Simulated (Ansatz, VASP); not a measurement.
**One calculation of Si, two programs**

```
Si
1.0
     3.76900    0.00000    0.00000
    -1.88450    3.26405    0.00000
     0.00000    0.00000   28.00000
Si
2
Direct
  0.33333 0.66667 0.51275
  0.66667 0.33333 0.48725
```

Alike in both runs: task single point; functional LDA; k mesh 15 × 15 × 1; occupations gaussian, width 0.1 eV; no spin polarisation.

|  | VASP | Ansatz |
| --- | --- | --- |
| version | VASP 6.6.1 | Ansatz 0.2.0 |
| potentials or method | VASP PAW LDA potentials, release 64 (Si), cutoff 520 eV | scalar-relativistic, plane waves, PAW |
| valence electrons in the cell | 8 | 8 |

```csv
,VASP,Ansatz,Ansatz less VASP
gap on the k mesh at the Fermi level (eV),none,none,-
rms of the force components (eV/Å),0.441,0.438,-0.0030
```

Ansatz warns that its potentials were made for another functional, while VASP's fit it. LDA's correlation is that of Perdew and Zunger in VASP and of Perdew and Wang (1992) in Ansatz. Atom by atom the forces differ by 0.003 eV/Å (rms over components). A gap of «none» marks a metal or a gap that the smearing closes. Ansatz's warnings: xc potential rough in thin density.
